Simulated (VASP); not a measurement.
Write the native input for VASP 6.6.1 that does the following.

| Item | Value |
| --- | --- |
| Task | single point |
| Functional | PBEsol |
| Potentials or basis | VASP PAW PBE potentials, release 64 (Ge_d) |
| Cutoff | 520 eV |
| k mesh | 11 × 11 × 10 |
| Occupations | fermi-dirac, width 0.05 eV |
| Spin | no spin polarisation |
| Dipole correction | no |
| Further INCAR settings | ALGO = Normal; EDIFF = 1e-07; NBANDS = 13 |

The structure of Ge lies in POSCAR:

```
Ge
1.0
    1.3477206151     -2.3893084454      0.0000000000
    1.3477206151      2.3893084454      0.0000000000
    0.0000000000      0.0000000000      2.5776588234
Ge
1
Direct
    0.5000000000      0.5000000000      0.0000000000
```

The input as run:

INCAR

```
PREC     = Accurate       # precision mode
ENCUT    = 520            # plane-wave cutoff, eV
EDIFF    = 1E-7           # SCF threshold, eV
ISMEAR   = -1             # smearing method
SIGMA    = 0.05           # smearing width, eV
LREAL    = False          # projectors in reciprocal space
LASPH    = True           # aspherical terms in the spheres
NELM     = 80             # most SCF steps
ALGO     = Normal         # electronic algorithm
ISIF     = 2              # what is computed and relaxed
LWAVE    = False          # write WAVECAR
LCHARG   = True           # write CHGCAR
GGA      = PS             # functional
LELF     = True           # ELF
LVHAR    = True         
NBANDS   = 13             # bands
```

KPOINTS

```
regular mesh
0
Gamma
  11 11 10
```

Potentials or basis: VASP PAW PBE potentials, release 64 (Ge_d).

Launch:

```console
$ cat potpaw_PBE.64/Ge_d/POTCAR > POTCAR
$ mpirun -np 1 vasp_std > vasp.out
```

It gave:

* Pressure: 10.0 GPa
* Band gap on the k mesh: zero (band 7 reaches 15.36 eV, above the bottom of band 8 at 5.09 eV)

Caveat: the PAW data sets were made with another functional, which shifts forces and pressure a little.

Wall time 20 s on 1 thread of Intel(R) Xeon(R) Platinum 8488C (Sapphire Rapids) (shared host), peak memory 0.15 GiB.
